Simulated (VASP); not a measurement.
Runs of VASP 6.6.1 on KF. The structure is that of space group P6_3/mmc (No. 194), or close to it. The cells are those of the table. 

```tsv
cell	gap on the mesh (eV)	pressure (GPa)
a = 3.778, b = 3.778, c = 6.688 Å, angles 90.0, 90.0, 120.0°, 4 atoms	5.72	-0.9
a = 3.534, b = 3.534, c = 6.255 Å, angles 90.0, 90.0, 120.0°, 4 atoms	6.76	7.3
a = 3.598, b = 3.598, c = 6.369 Å, angles 90.0, 90.0, 120.0°, 4 atoms	6.46	(a)
a = 3.660, b = 3.660, c = 6.479 Å, angles 90.0, 90.0, 120.0°, 4 atoms	(b)	(c)
a = 3.720, b = 3.720, c = 6.585 Å, angles 90.0, 90.0, 120.0°, 4 atoms	5.94	0.4
```

Alike in all rows: task single point; level PBE; potentials or basis VASP PAW PBE potentials, release 64 (K_sv, F); no spin polarisation; k mesh 6 × 6 × 2; cutoff (eV) 520; smearing gaussian 0.01 eV.

Question: Fill in the values left out.

Answer: (a) 4.3; (b) 6.19; (c) 2.0.

Caveats: all runs use coarse meshes.

